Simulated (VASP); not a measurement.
The system is Ge.

```xyz
6
Lattice="4.0396 0.0000 0.0000 0.0000 4.0396 0.0000 0.0000 0.0000 10.4690" Properties=species:S:1:pos:R:3 pbc="T T T"
Ge    0.0000    2.0198    4.0324
Ge    2.0198    0.0000    1.2021
Ge    0.0000    2.0198    6.4366
Ge    2.0198    0.0000    9.2669
Ge    0.0000    0.0000    7.8517
Ge    0.0000    0.0000    2.6172
```

The cell was generated, and may not be a known phase.

```yaml
Program: VASP 6.6.1
Task: relaxation of cell and atoms
Functional: PBE
Potentials_or_basis: VASP PAW PBE potentials, release 64 (Ge_d)
Cutoff: 600 eV
k_mesh: 10 × 10 × 4
Occupations: gaussian, width 0.1 eV
Spin: no spin polarisation
```

At the start: pressure -0.2 GPa; volume 28.47 Å³/atom.

Q: How do energy, volume and symmetry change on relaxing?

A: Over 8 steps the energy falls by 3.4 meV/atom and the volume is 28.04 Å³/atom (-1.5 %); space group P4_2/mmc (No. 131, to 0.1 Å) before and after.

Step by step:
```tsv
step	energy change (eV)	largest force (eV/Å)	pressure (GPa)	volume (Å³)
1	0.0000	0.1743	-0.21	170.84
2	-0.0146	0.0935	-0.15	169.90
3	-0.0149	0.1353	-0.18	169.74
4	-0.0189	0.0799	0.01	168.76
5	-0.0202	0.0382	0.11	167.97
6	-0.0203	0.0305	0.11	167.83
7	-0.0205	0.0131	-0.08	168.38
8	-0.0205	0.0074	-0.01	168.21
```

Final structure:
```
Ge
1.0
     3.97903    0.00000    0.00000
     0.00000    3.97903    0.00000
     0.00000    0.00000   10.62444
Ge
6
Cartesian
  0.0000 1.9895 4.0937
  1.9895 0.0000 1.2185
  0.0000 1.9895 6.5307
  1.9895 0.0000 9.4059
  0.0000 0.0000 7.9683
  3.9790 0.0000 2.6561
```
